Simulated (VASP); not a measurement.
Set up this calculation in VASP 6.6.1, as the native input.

- Task: single point
- Functional: r2SCAN
- Dispersion: D3(BJ)
- Potentials or basis: VASP PAW PBE potentials, release 64 (O, H, C, N)
- Cutoff: 580 eV
- k mesh: 1 × 1 × 1
- Occupations: fermi-dirac, width 0.02 eV
- Spin: no spin polarisation
- Dipole correction: no
- Further INCAR settings: ALGO = Normal; EDIFF = 1e-06; NBANDS = 39

System: H11C2NO4.

```
O H C N
1.0
     5.91548    0.00000    0.00000
     0.00000    5.91548    0.00000
     0.00000    0.00000    5.91548
O H C N
4 11 2 1
Direct
  0.33309 0.25660 0.26571
  0.68857 0.95529 0.08079
  0.27147 0.74866 0.04796
  0.98426 0.92442 0.71578
  0.27166 0.39101 0.19542
  0.23763 0.13600 0.21075
  0.75886 0.00874 0.94452
  0.58578 0.07310 0.13316
  0.16820 0.80996 0.92687
  0.42063 0.80994 0.01963
  0.96565 0.77094 0.65984
  0.07962 0.01459 0.61809
  0.68333 0.44767 0.86272
  0.54498 0.31620 0.63515
  0.84140 0.44123 0.60090
  0.67940 0.44946 0.68507
  0.56060 0.64813 0.62225
  0.42845 0.78129 0.58213
```

The input as run:

POSCAR

```
H11C2NO4
1.0
    5.9154820000      0.0000000000      0.0000000000
    0.0000000000      5.9154820000      0.0000000000
    0.0000000000      0.0000000000      5.9154820000
O H C N
4 11 2 1
Direct
    0.3330920456      0.2565978563      0.2657095398
    0.6885660374      0.9552898648      0.0807880068
    0.2714740743      0.7486625773      0.0479588984
    0.9842646804      0.9244217124      0.7157827545
    0.2716600270      0.3910078672      0.1954194096
    0.2376306783      0.1359990614      0.2107520571
    0.7588561676      1.0087428210     -0.0554815313
    0.5857848946      1.0730993687      0.1331590562
    0.1682026925      0.8099593575     -0.0731301355
    0.4206250649      0.8099424527      0.0196264649
    0.9656525030      0.7709430947      0.6598447937
    1.0796246189      1.0145918794      0.6180899545
    0.6833255515      0.4476727340      0.8627192171
    0.5449767238      0.3162041572      0.6351468908
    0.8414022729      0.4412320078      0.6008977798
    0.6794036395      0.4494646421      0.6850667452
    0.5605967527      0.6481297720      0.6222485336
    0.4284519841      0.7812888282      0.5821334593
```

INCAR.step1

```
SYSTEM = H11C2NO4
PREC = Accurate
ENCUT = 580
ISMEAR = -1
SIGMA = 0.02
LREAL = .FALSE.
LASPH = .TRUE.
NELM = 120
NBANDS = 39
GGA = PE
ALGO = Normal
EDIFF = 1E-5
LWAVE = .TRUE.
LCHARG = .FALSE.
GGA_COMPAT = .FALSE.
```

INCAR.step2

```
SYSTEM = H11C2NO4
PREC = Accurate
ENCUT = 580
EDIFF = 1E-6
ISMEAR = -1
SIGMA = 0.02
LREAL = .FALSE.
LASPH = .TRUE.
NELM = 120
ALGO = Normal
ISIF = 2
LWAVE = .FALSE.
LCHARG = .FALSE.
METAGGA = R2SCAN
LMIXTAU = .TRUE.
IVDW = 12
VDW_S6 = 1.0
VDW_S8 = 0.78981345
VDW_A1 = 0.49484001
VDW_A2 = 5.73083694
NBANDS = 39
ISTART = 1
GGA_COMPAT = .FALSE.
```

KPOINTS

```
regular mesh
0
G
  1 1 1
  0 0 0
```

Potentials or basis: VASP PAW PBE potentials, release 64 (O, H, C, N).

Command:

```console
$ cat potpaw_PBE.64/O/POTCAR potpaw_PBE.64/H/POTCAR potpaw_PBE.64/C/POTCAR potpaw_PBE.64/N/POTCAR > POTCAR
$ cp INCAR.step1 INCAR
$ mpirun -np 1 vasp_gam > vasp.out
$ cp INCAR.step2 INCAR
$ mpirun -np 1 vasp_gam > vasp.out
```

It gave:

```
Pressure                   : 0.6 GPa
Largest force              : 3.031 eV/Å
Dispersion energy per atom : -0.018 eV
```

Caveat: the k points lie up to 1.06 Å⁻¹ apart; the atoms stand as in a frame of molecular dynamics; the PAW data sets were made with another functional, which shifts forces and pressure a little.

Wall time 90 s on 1 thread of AMD EPYC 9R14 (Zen 4), on a shared host, peak memory 0.3 GiB.
